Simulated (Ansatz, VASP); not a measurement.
## One calculation of Pt, two programs

```xyz
1
Lattice="-1.6020 1.6020 1.6020 1.6020 -1.6020 1.6020 1.6020 1.6020 -1.6020" Properties=species:S:1:pos:R:3 pbc="T T T"
Pt    0.0000    0.0000    0.0000
```

Alike in both runs: task single point; functional PBEsol; k mesh 16 × 16 × 16; occupations fermi-dirac, width 0.1 eV; no spin polarisation.

|  | VASP | Ansatz |
| --- | --- | --- |
| version | VASP 6.6.1 | Ansatz 0.2.0 |
| potentials or method | VASP PAW PBE potentials, release 64 (Pt), cutoff 520 eV | plane waves (420 eV) with PAW, scalar-relativistic |
| valence electrons in the cell | 10 | 18 |

|  | VASP | Ansatz | Ansatz less VASP |
| --- | --- | --- | --- |
| pressure (GPa) | -17.5 | -17.2 | +0.34 |

VASP's potentials were made for PBE, not for PBEsol, and Ansatz warns of the same on its side. With one functional, cell and mesh, what is left measures potentials, basis and numerics. VASP's potentials hold 10 valence electrons a cell and Ansatz's 18, so a difference there can come from the potentials and not from the codes.

Neither program's run includes spin-orbit coupling.
